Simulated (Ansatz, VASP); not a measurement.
**One calculation of C, two programs**

The input INCAR:

```
SYSTEM = C
  PREC = Accurate
  ENCUT = 600
  EDIFF = 1E-6
  ISMEAR = 0
  SIGMA = 0.1
  LREAL = .False.
  LASPH = .True.
  NELM = 100
  ALGO = Normal
  ISIF = 3
  LWAVE = .False.
  LCHARG = .False.
  GGA = PE
  IBRION = 2
  NSW = 90
  EDIFFG = -0.04
```

KPOINTS

```
Automatic mesh
0
Gamma
  6 6 6
  0 0 0
```

POSCAR

```
C
1.0
    3.3952408600      1.9602432300      0.7910295600
   -3.3952408600      1.9602432300      0.7910295600
    0.0000000000     -3.9204864500      0.7910295600
C
6
Direct
    0.8062090300      0.1851480000      0.8062090300
    0.1937909700      0.1937909700      0.8148520000
    0.1851480000      0.8062090300      0.8062090300
    0.8148520000      0.1937909700      0.1937909700
    0.8062090300      0.8062090300      0.1851480000
    0.1937909700      0.8148520000      0.1937909700
```

Input for Ansatz:

```yaml
crystal:
  lattice:
    - [3.39524086, 1.96024323, 0.79102956]
    - [-3.39524086, 1.96024323, 0.79102956]
    - [0.0, -3.92048645, 0.79102956]
  atoms:
    - { symbol: C, position: [0.80620903, 0.185148, 0.80620903] }
    - { symbol: C, position: [0.19379097, 0.19379097, 0.814852] }
    - { symbol: C, position: [0.185148, 0.80620903, 0.80620903] }
    - { symbol: C, position: [0.814852, 0.19379097, 0.19379097] }
    - { symbol: C, position: [0.80620903, 0.80620903, 0.185148] }
    - { symbol: C, position: [0.19379097, 0.814852, 0.19379097] }
basis:
  ecutwfc: 420
kpoints:
  mp_grid: { grid: [6, 6, 6] }
hamiltonian:
  xc: pbe
scf:
  occupations: { method: gaussian, width: 0.1 }
  lower_state_search: "off"
output:
  forces: true
  stress: true
  eigenvalues: true
relax:
  adjacent_minimum: "off"
  f_tol: 0.04
  max_steps: 70
  cell: { stress_tol: 0.4 }
```

Alike in both runs: task relaxation of cell and atoms; functional PBE; k mesh 6 × 6 × 6; occupations gaussian, width 0.1 eV; no spin polarisation.

|  | VASP | Ansatz |
| --- | --- | --- |
| version | VASP 6.6.1 | Ansatz 0.2.0 |
| potentials or method | VASP PAW PBE potentials, release 64 (C), cutoff 600 eV | scalar-relativistic, plane waves, PAW |
| valence electrons in the cell | 24 | 24 |

```csv
,VASP,Ansatz,Ansatz less VASP
"gap on the k mesh at the Fermi level, each at its own relaxed structure (eV)",none,none,-
relaxed volume (Å³/atom),6.08,6.07,-0.004
relaxed cell length with the largest relative difference (Å),4.162,4.160,-0.0025
```

A gap of «none» marks a metal or a gap that the smearing closes.

The k mesh is coarse, so the values compare programs but aren't converged. Noted on VASP's run: the volume moved by over 15 % at a fixed basis, so the end points are rough.
